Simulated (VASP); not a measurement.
Set up this calculation in VASP 6.6.1, as the native input.

| Property | Result |
| --- | --- |
| Task | single point |
| Functional | PBE |
| Potentials or basis | VASP PAW PBE potentials, release 64 (Be, Zn, Se) |
| Cutoff | 520 eV |
| k mesh | 6 × 4 × 2 |
| Occupations | gaussian, width 0.2 eV |
| Spin | no spin polarisation |
| Dipole correction | no |
| Further INCAR settings | ALGO = Normal; EDIFF = 1e-06; NBANDS = 46 |

The structure of Be2ZnSe3 lies in POSCAR:

```
Be2ZnSe3
1.0
    0.0424642916     -0.2376916489      3.6669338866
    2.9914190000     -5.6790533763      0.4346221357
    8.6970793562      5.5277489987     -0.2775331650
Be Zn Se
4 2 6
Direct
    0.7130499317      0.6649289246      0.9393211515
    0.7366249075     -0.0636872123      0.5834022569
    0.3340275235      0.8327294210      0.2790850233
    0.3197596385      0.1559920553      0.7943203640
   -0.0581115304      0.3572908464      0.3966354625
   -0.0629469967      1.1174721584      0.0769502830
    0.2123141849      0.7422416185      0.0640648135
    1.1726129790      0.1524418595      0.5781112796
   -0.1455181598      0.7344907740      0.3889615778
   -0.2029928395      0.3111298572      0.8887385942
    0.4486563112      0.1766713818      0.2507662136
    0.5325240500      0.8182983158      0.7596429800
```

These files were run (other wordings do the same):

INCAR

```
SYSTEM = Be2ZnSe3
PREC     = Accurate       ! precision mode
ENCUT    = 520            ! plane-wave cutoff, eV
EDIFF    = 1E-6           ! SCF threshold, eV
ISMEAR   = 0              ! smearing method
SIGMA    = 0.2            ! smearing width, eV
LREAL    = .False.        ! projectors in reciprocal space
LASPH    = .True.         ! aspherical terms in the spheres
NELM     = 100            ! most SCF steps
ALGO     = Normal         ! electronic algorithm
ISIF     = 2              ! what is computed and relaxed
LWAVE    = .False.        ! write WAVECAR
LCHARG   = .False.        ! write CHGCAR
GGA      = PE             ! functional
NBANDS   = 46             ! bands
```

KPOINTS

```
regular mesh
0
Gamma
  6 4 2
  0 0 0
```

Potentials or basis: VASP PAW PBE potentials, release 64 (Be, Zn, Se).

Run with:

```console
$ cat potpaw_PBE.64/Be/POTCAR potpaw_PBE.64/Zn/POTCAR potpaw_PBE.64/Se/POTCAR > POTCAR
$ mpirun -np 1 vasp_std > vasp.out
```

It gave:

* Pressure: 0.2 GPa
* Largest force: 0.030 eV/Å
* Band gap on the k mesh: 0.90 eV, indirect (least direct gap 1.26 eV)

Run time: 6.2 min on 1 thread of Intel(R) Xeon(R) Platinum 8488C (Sapphire Rapids) (shared host), peak memory 0.46 GiB.
